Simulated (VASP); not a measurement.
Input of a VASP 6.6.1 run:

Contents of POSCAR:

```
Al
1.0
    0.0000000000      1.9966927595      1.9966927595
    1.9966927595      0.0000000000      1.9966927595
    1.9966927595      1.9966927595      0.0000000000
Al
1
Direct
    0.0000000000      0.0000000000      0.0000000000
```

Contents of INCAR.step1:

```
PREC     = Accurate       # precision mode
ENCUT    = 520            # plane-wave cutoff, eV
ISMEAR   = -1             # smearing method
SIGMA    = 1.0            # smearing width, eV
LREAL    = F              # projectors in reciprocal space
LASPH    = T              # aspherical terms in the spheres
NELM     = 60             # most SCF steps
NBANDS   = 8              # bands
GGA      = PE             # functional
ALGO     = Normal         # electronic algorithm
EDIFF    = 1E-4           # SCF threshold, eV
LWAVE    = T              # write WAVECAR
LCHARG   = F              # write CHGCAR
```

File INCAR.step2:

```
PREC     = Accurate       # precision mode
ENCUT    = 520            # plane-wave cutoff, eV
EDIFF    = 1E-7           # SCF threshold, eV
ISMEAR   = -1             # smearing method
SIGMA    = 1.0            # smearing width, eV
LREAL    = F              # projectors in reciprocal space
LASPH    = T              # aspherical terms in the spheres
NELM     = 60             # most SCF steps
ALGO     = Normal         # electronic algorithm
ISIF     = 2              # what is computed and relaxed
LWAVE    = F              # write WAVECAR
LCHARG   = T              # write CHGCAR
METAGGA  = R2SCAN         # meta-GGA
LMIXTAU  = T            
LELF     = T              # ELF
LVHAR    = T            
NBANDS   = 8              # bands
ISTART   = 1
```

The input KPOINTS:

```
Automatic mesh
0
Gamma
  14 14 14
```

Potentials or basis: VASP PAW PBE potentials, release 64 (Al).

The run is started by

```bash
$ cat potpaw_PBE.64/Al/POTCAR > POTCAR
$ cp INCAR.step1 INCAR
$ mpirun -np 1 vasp_std > vasp.out
$ cp INCAR.step2 INCAR
$ mpirun -np 1 vasp_std > vasp.out
```

(1) What does it give for the band gap on the k mesh?

(2) Predict the pressure.

Results:

(1) zero (an odd number of electrons rules out a gap without spin polarisation).

(2) 3.8 GPa.

Caveat: the cell stands under pressure; so wide a smearing shifts energies and pressures; the PAW data sets were made with another functional, which shifts forces and pressure a little.
